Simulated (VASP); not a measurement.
# ZnS (P6_3mc) in VASP: a series of runs

The runs below take ZnS through single point, with PBE.

Program: VASP 6.6.1. These are calculated values, not measurements. Logs are shortened: lines on timing, memory, paths and dates and some standing lists are left out, and cuts for length are marked.

## 1. The cell of the first run

It takes space group P6_3mc (No. 186, hexagonal). The conventional cell has a = 3.734 Å, b = 3.734 Å, c = 6.108 Å, α = 90.00°, β = 90.00°, γ = 120.00°. Zn (site symmetry 3m) has 4 S at 2.27 to 2.35 Å within 3.0 Å. S (site symmetry 3m) has 4 Zn at 2.27 to 2.35 Å within 3.0 Å.

## 2. Single point, PBE (18.44 Å³/atom)

Input file INCAR:

```
SYSTEM = ZnS
ALGO = Normal
EDIFF = 1E-6
ENCUT = 520
GGA = PE
ISIF = 2
ISMEAR = -1
LASPH = .True.
LCHARG = .False.
LREAL = .False.
LWAVE = .False.
NBANDS = 26
NELM = 100
PREC = Accurate
SIGMA = 0.03
```

Input file KPOINTS:

```
k-points
0
Gamma
  8 8 5
  0 0 0
```

Input file POSCAR:

```
ZnS
1.0
    3.7338632646      0.0000000000      0.0000000000
   -1.8669316323      3.2336204414      0.0000000000
    0.0000000000      0.0000000000      6.1078223651
Zn S
2 2
Direct
    0.3333333333      0.6666666667      0.0000000000
    0.6666666667      0.3333333333      0.5000000000
    0.3333333333      0.6666666667      0.3850000000
    0.6666666667      0.3333333333      0.8850000000
```

Potentials or basis: VASP PAW PBE potentials, release 64 (Zn, S).

Launch:

```console
cat potpaw_PBE.64/Zn/POTCAR potpaw_PBE.64/S/POTCAR > POTCAR
mpirun -np 1 vasp_std > vasp.out
```

OUTCAR:

```text
SYSTEM = ZnS
   EDIFF = 1E-6
   ENCUT = 520
   GGA = PE
   ISIF = 2
   ISMEAR = -1
   LASPH = .True.
   LREAL = .False.
   NELM = 100
   PREC = Accurate

 ion  position               nearest neighbor table
   1  0.333  0.667  0.000-   4 2.27   4 2.27   4 2.27   3 2.35
   2  0.667  0.333  0.500-   3 2.27   3 2.27   3 2.27   4 2.35
   3  0.333  0.667  0.385-   2 2.27   2 2.27   2 2.27   1 2.35
   4  0.667  0.333  0.885-   1 2.27   1 2.27   1 2.27   2 2.35

  LATTYP: Found a hexagonal cell.
 ALAT       =     3.7338632646
 C/A-ratio  =     1.6357916539

  Lattice vectors:

 A1 = (   3.7338632646,   0.0000000000,   0.0000000000)
 A2 = (  -1.8669316323,   3.2336204414,   0.0000000000)
 A3 = (   0.0000000000,   0.0000000000,   6.1078223651)

Analysis of symmetry for initial positions (statically):
=====================================================================
 Subroutine PRICEL returns:
 Original cell was already a primitive cell.

 Routine SETGRP: Setting up the symmetry group for a
 hexagonal supercell.

 Subroutine GETGRP returns: Found 12 space group operations
 (whereof  6 operations were pure point group operations)
 out of a pool of 24 trial point group operations.

The static configuration has the point symmetry C_3v.
 The point group associated with its full space group is C_6v.

Analysis of symmetry for dynamics (positions and initial velocities):
=====================================================================
 Subroutine PRICEL returns:
 Original cell was already a primitive cell.

 Routine SETGRP: Setting up the symmetry group for a
 hexagonal supercell.

 Subroutine GETGRP returns: Found 12 space group operations
 (whereof  6 operations were pure point group operations)
 out of a pool of 24 trial point group operations.

The dynamic configuration has the point symmetry C_3v.
 The point group associated with its full space group is C_6v.

 Subroutine INISYM returns: Found 12 space group operations
 (whereof  6 operations are pure point group operations),
 and found     1 'primitive' translations

----------------------------------------------------------------------------------------

                                     Primitive cell

  volume of cell :      73.7452

  direct lattice vectors                    reciprocal lattice vectors
     3.733863265  0.000000000  0.000000000     0.267819127  0.154625445  0.000000000
    -1.866931632  3.233620441  0.000000000     0.000000000  0.309250890  0.000000000
     0.000000000  0.000000000  6.107822365     0.000000000  0.000000000  0.163724473

  length of vectors
     3.733863265  3.733863265  6.107822365     0.309250890  0.309250890  0.163724473

  position of ions in fractional coordinates (direct lattice)
     0.333333333  0.666666667  0.000000000
     0.666666667  0.333333333  0.500000000
     0.333333333  0.666666667  0.385000000
     0.666666667  0.333333333  0.885000000

  ion indices of the primitive-cell ions
   primitive index   ion index
                 1           1
                 2           2
                 3           3
                 4           4

----------------------------------------------------------------------------------------

 KPOINTS: k-points

Automatic generation of k-mesh.
 Grid dimensions read from file:
 generate k-points for:    8    8    5

 Generating k-lattice:

  Cartesian coordinates                     Fractional coordinates (reciprocal lattice)
     0.033477391  0.019328181  0.000000000     0.125000000  0.000000000  0.000000000
     0.000000000  0.038656361  0.000000000     0.000000000  0.125000000  0.000000000
     0.000000000  0.000000000  0.032744895     0.000000000  0.000000000  0.200000000

  Length of vectors
     0.038656361  0.038656361  0.032744895

  Shift w.r.t. Gamma in fractional coordinates (k-lattice)
     0.000000000  0.000000000  0.000000000

 Subroutine IBZKPT returns following result:
 ===========================================

 Found     30 irreducible k-points:

 Following reciprocal coordinates:
            Coordinates               Weight
  0.000000  0.000000  0.000000      1.000000
  0.125000 -0.000000  0.000000      6.000000
  0.250000 -0.000000  0.000000      6.000000
  0.375000  0.000000  0.000000      6.000000
  0.500000 -0.000000  0.000000      3.000000
  0.125000  0.125000  0.000000      6.000000
[... 16 lines left out ...]
  0.250000 -0.000000  0.400000     12.000000
  0.375000  0.000000  0.400000     12.000000
 [... further k-points ...]
   k-points           NKPTS =     30   k-points in BZ     NKDIM =     30   number of bands    NBANDS=     26
   number of dos      NEDOS =    301   number of ions     NIONS =      4
   total plane-waves  NPLWV =  37632
   dimension x,y,z NGX =    28 NGY =   28 NGZ =   48
   dimension x,y,z NGXF=    56 NGYF=   56 NGZF=   96
   ions per type =               2   2
   NGX,Y,Z   is equivalent  to a cutoff of  12.47, 12.47, 13.06 a.u.
   NGXF,Y,Z  is equivalent  to a cutoff of  24.93, 24.93, 26.13 a.u.
 SYSTEM =  ZnS
   PREC   = accura    normal or accurate (medium, high low for compatibility)
   ISTART =      0    job   : 0-new  1-cont  2-samecut
   ICHARG =      2    charge: 1-file 2-atom 10-const
   ISPIN  =      1    spin polarized calculation?
   LNONCOLLINEAR =      F non collinear calculations
   LSORBIT =      F    spin-orbit coupling
   LASPH  =      T    aspherical Exc in radial PAW
   ENCUT  =  520.0 eV  38.22 Ry    6.18 a.u.   6.94  6.94 11.36*2*pi/ulx,y,z
   NELM   =    100;   NELMIN=  2; NELMDL= -5     # of ELM steps
   EDIFF  = 0.1E-05   stopping-criterion for ELM
   LREAL  =      F    real-space projection
   EDIFFG = 0.1E-04   stopping-criterion for IOM
   NSW    =      0    number of steps for IOM
   IBRION =     -1    ionic relax: 0-MD 1-quasi-New 2-CG
   NFREE  =      0    steps in history (QN), initial steepest desc. (CG)
   ISIF   =      2    stress and relaxation
   ISYM   =      2    0-nonsym 1-usesym 2-fastsym
   POTIM  = 0.5000    time-step for ionic-motion
   TEBEG  =    0.0;   TEEND  =   0.0 temperature during run
   PSTRESS=    0.0 pullay stress
   NELECT =      36.0000    total number of electrons
   NUPDOWN=      -1.0000    fix difference up-down
   EMIN   =  10.00;   EMAX   =-10.00  energy-range for DOS
   EFERMI =   0.00;   METHOD = LEGACY
   ISMEAR =    -1;   SIGMA  =   0.03  broadening in eV -4-tet -1-fermi 0-gaus
   EFERMI_NEDOS =   21; number of points for ismear=-14 and -15
   IALGO  =     38    algorithm
   IMIX   =      4    mixing-type and parameters
     AMIX     =   0.40;   BMIX     =  1.00
     AMIX_MAG =   1.60;   BMIX_MAG =  1.00
  volume/ion in A,a.u.               =      18.44       124.41
  Fermi-wavevector in a.u.,A,eV,Ry     =   1.289034  2.435921 22.607559  1.661609
  Thomas-Fermi vector in A             =   2.420951
   LORBIT       =      0    0 simple, 1 ext, 2 COOP (PROOUT), +10 PAW based schemes
   GGA     = PE    functional components
   LHFCALC =     F    Hartree Fock is set to
   AEXX    =    0.0000 exact exchange contribution
   IVDW    =     0    specifies the selected vdW correction
   LEPSILON=     F    determine dielectric tensor
   LRPA    =     F    only Hartree local field effects (RPA)
 non-spin polarized calculation
  energy-cutoff  :      520.00
  volume of cell :       73.75
 maximum number of plane-waves:      2001
 NGX is ok and might be reduce to    28
   NGX = 13   NGY = 13   NGZ = 23

 number of electron      35.9999986 magnetization

 Free energy of the ion-electron system (eV)
  ---------------------------------------------------
  ext. energy  EPLUGINS =         0.00000000
  ---------------------------------------------------
  free energy    TOTEN  =       -13.50324816 eV

  energy without entropy =      -13.50324816  energy(sigma->0) =      -13.50324816

 E-fermi :   3.4166     XC(G=0):  -9.9438

 val. band max:        2.7537019933   @ k =   0.0000   0.0000   0.0000
 cond. band min:       5.2995017327   @ k =   0.0000   0.0000   0.0000
 fundamental gap:      2.5457997394
 Fermi energy:         3.4165743260

 k-point     1 :       0.0000    0.0000    0.0000
  band No.  band energies     occupation
      1     -10.8862      2.00000
      2      -9.8461      2.00000
      3      -3.8797      2.00000
      4      -3.8797      2.00000
      5      -3.8087      2.00000
      6      -3.8087      2.00000
[... 18 lines left out ...]
     25      10.4031      0.00000
     26      12.3859      0.00000

 k-point     2 :       0.1250   -0.0000    0.0000
  band No.  band energies     occupation
      1     -10.7683      2.00000
      2      -9.7776      2.00000
      3      -3.8939      2.00000
      4      -3.8510      2.00000
      5      -3.8034      2.00000
      6      -3.7718      2.00000
[... 18 lines left out ...]
     25      10.9249      0.00000
     26      11.5022      0.00000

 k-point     3 :       0.2500   -0.0000    0.0000
  band No.  band energies     occupation
      1     -10.4505      2.00000
      2      -9.6166      2.00000
      3      -3.9099      2.00000
      4      -3.7873      2.00000
      5      -3.7843      2.00000
      6      -3.6806      2.00000
[... 18 lines left out ...]
     25      11.3375      0.00000
     26      11.8474      0.00000

 k-point     4 :       0.3750    0.0000    0.0000
  band No.  band energies     occupation
      1     -10.0541      2.00000
      2      -9.4857      2.00000
      3      -3.8857      2.00000
      4      -3.7367      2.00000
      5      -3.7312      2.00000
      6      -3.5766      2.00000
[... 18 lines left out ...]
     25      11.7194      0.00000
     26      13.3641      0.00000
[... 496 lines left out ...]
      1     -10.4625      2.00000
      2     -10.1593      2.00000
      3      -3.8918      2.00000
      4      -3.8603      2.00000
      5      -3.8306      2.00000
      6      -3.8062      2.00000
[... 18 lines left out ...]
     25      10.1623      0.00000
     26      10.6691      0.00000

 k-point    23 :       0.2500   -0.0000    0.4000
  band No.  band energies     occupation
      1     -10.1836      2.00000
      2      -9.9268      2.00000
      3      -3.9181      2.00000
      4      -3.8754      2.00000
      5      -3.7545      2.00000
      6      -3.7206      2.00000
[... 18 lines left out ...]
     25      10.8745      0.00000
     26      11.3090      0.00000

 k-point    24 :       0.3750    0.0000    0.4000
  band No.  band energies     occupation
      1      -9.8583      2.00000
      2      -9.6817      2.00000
      3      -3.9084      2.00000
      4      -3.8627      2.00000
      5      -3.6838      2.00000
      6      -3.6339      2.00000
[... 18 lines left out ...]
     25      12.1567      0.00000
     26      12.3094      0.00000

 [... further k-points ...]

------------------------ aborting loop because EDIFF is reached ----------------------------------------

  FORCE on cell =-STRESS in cart. coord.  units (eV):
  Direction    XX          YY          ZZ          XY          YZ          ZX
  --------------------------------------------------------------------------------------
  -------------------------------------------------------------------------------------
  Total        4.1890015      4.1890015      2.7714248      0.0000000     -0.0000000      0.0000000
  in kB       91.0096082     91.0096082     60.2115537      0.0000000     -0.0000000      0.0000000
  external PRESSURE =      80.7435901 kB  Pullay stress =       0.0000000 kB

 VOLUME and BASIS-vectors are now :
 -----------------------------------------------------------------------------
  energy-cutoff  :      520.00
  volume of cell :       73.75
      direct lattice vectors                 reciprocal lattice vectors
     3.733863265  0.000000000  0.000000000     0.267819127  0.154625445  0.000000000
    -1.866931632  3.233620441  0.000000000     0.000000000  0.309250890  0.000000000
     0.000000000  0.000000000  6.107822365     0.000000000  0.000000000  0.163724473

 POSITION                                       TOTAL-FORCE (eV/Angst)
 -----------------------------------------------------------------------------------
     -0.00000      2.15575      0.00000         0.000000     -0.000000      0.402435
      1.86693      1.07787      3.05391        -0.000000      0.000000      0.402435
     -0.00000      2.15575      2.35151        -0.000000     -0.000000     -0.402435
      1.86693      1.07787      5.40542         0.000000     -0.000000     -0.402435
 -----------------------------------------------------------------------------------
    total drift:                               -0.000001     -0.000001      0.000594

  FREE ENERGIE OF THE ION-ELECTRON SYSTEM (eV)
  ---------------------------------------------------
  free  energy   TOTEN  =       -13.5032481596 eV

  energy  without entropy=      -13.5032481596  energy(sigma->0) =      -13.50324816
```

Run time: 61 s. Hardware: 1 thread of AMD EPYC 7R43 (Zen 3), shared host; peak memory 0.16 GiB.

What came out:

- Free energy: -13.5032 eV
- Pressure: 8.1 GPa
- Largest force: 0.402 eV/Å
- Band gap on the k mesh: 2.55 eV

Forces in eV/Å, atoms in the order of the input:
```
Zn   0.000  0.000  0.402
Zn   0.000  0.000  0.402
S    0.000  0.000 -0.402
S    0.000  0.000 -0.402
```

Caveat: the cell stands under pressure.

(Continued in part 2 of 2.)
